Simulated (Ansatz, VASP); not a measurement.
## Two plane-wave programs on BeCd3S4

```
CELL_PARAMETERS angstrom
4.33535 -4.45138 0.00000
4.33535 4.45138 0.00000
0.00000 0.00000 8.78417
ATOMIC_POSITIONS crystal
Be 0.50000 0.50000 0.00000
Cd 0.50000 0.50000 0.73400
Cd 0.50000 0.50000 0.26600
Cd 0.00000 0.00000 0.50000
S 0.72203 0.27797 0.50000
S 0.27797 0.72203 0.50000
S 0.28422 0.28422 0.50000
S 0.71578 0.71578 0.50000
```

Alike in both runs: functional PBE; k mesh 2 × 2 × 2; occupations gaussian, width 0.15 eV; no spin polarisation.

Ansatz relaxed the structure, and its values are those at the end. VASP's run is a single point on that final structure, the one shown.

```csv
,VASP,Ansatz
version,VASP 6.6.1,Ansatz 0.2.0
potentials or method,"VASP PAW PBE potentials, release 64 (Be, Cd, S), cutoff 600 eV","scalar-relativistic, plane waves, PAW"
valence electrons in the cell,62,86
```

Ansatz gave:

- gap on the k mesh at the Fermi level (eV): none
- pressure (GPa): 0.0
- rms of the force components (eV/Å): 0.004

Task: Estimate VASP's values.

Result: gap on the k mesh at the Fermi level (eV): none; pressure (GPa): 0.1; rms of the force components (eV/Å): 0.014.

A gap of «none» marks a metal or a gap that the smearing closes. VASP's potentials hold 62 valence electrons a cell and Ansatz's 86, so a difference there can come from the potentials and not from the codes.

The k mesh is coarse, so the values compare programs but aren't converged.
